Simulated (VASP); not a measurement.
Write the native input for VASP 6.6.1 that does the following.

```yaml
Task: single point
Functional: LDA
Potentials_or_basis: VASP PAW LDA potentials, release 64 (Sn_d)
Cutoff: 520 eV
k_mesh: 13 × 13 × 7
Occupations: fermi-dirac, width 0.05 eV
Spin: no spin polarisation
Dipole_correction: no
Further_INCAR_settings: ALGO = Normal; EDIFF = 1e-06; NBANDS = 21
```

The structure of Sn lies in POSCAR:

```
Sn
1.0
    3.2052476052      0.0000000000      0.0000000000
   -1.6026238026      2.7758258515      0.0000000000
    0.0000000000      0.0000000000      5.1235058083
Sn
2
Direct
    0.3333333333      0.6666666667      0.2500000000
    0.6666666667      0.3333333333      0.7500000000
```

This isn't the form of Sn at room conditions, which is tetragonal (white tin).

These files were run (other wordings do the same):

INCAR

```
  ALGO = Normal
  EDIFF = 1E-6
  ENCUT = 520
  GGA = CA
  ISIF = 2
  ISMEAR = -1
  LASPH = T
  LCHARG = F
  LREAL = F
  LWAVE = F
  NBANDS = 21
  NELM = 80
  PREC = Accurate
  SIGMA = 0.05
```

KPOINTS

```
k-points
0
Gamma
  13 13 7
```

Potentials or basis: VASP PAW LDA potentials, release 64 (Sn_d).

The run is started by

```console
$ cat potpaw_LDA.64/Sn_d/POTCAR > POTCAR
$ mpirun -np 1 vasp_std > vasp.out
```

Results of the run:

The pressure is 9.1 GPa and the band gap on the k mesh is zero (bands 14 and 15 overlap by 9.00 eV).

Caveat: the cell stands under pressure; spin-orbit coupling is left out, which moves the levels of the heavy elements.

Wall time 18 s on 1 thread of Intel(R) Xeon(R) 6975P-C (Granite Rapids), on a shared host, peak memory 0.18 GiB.
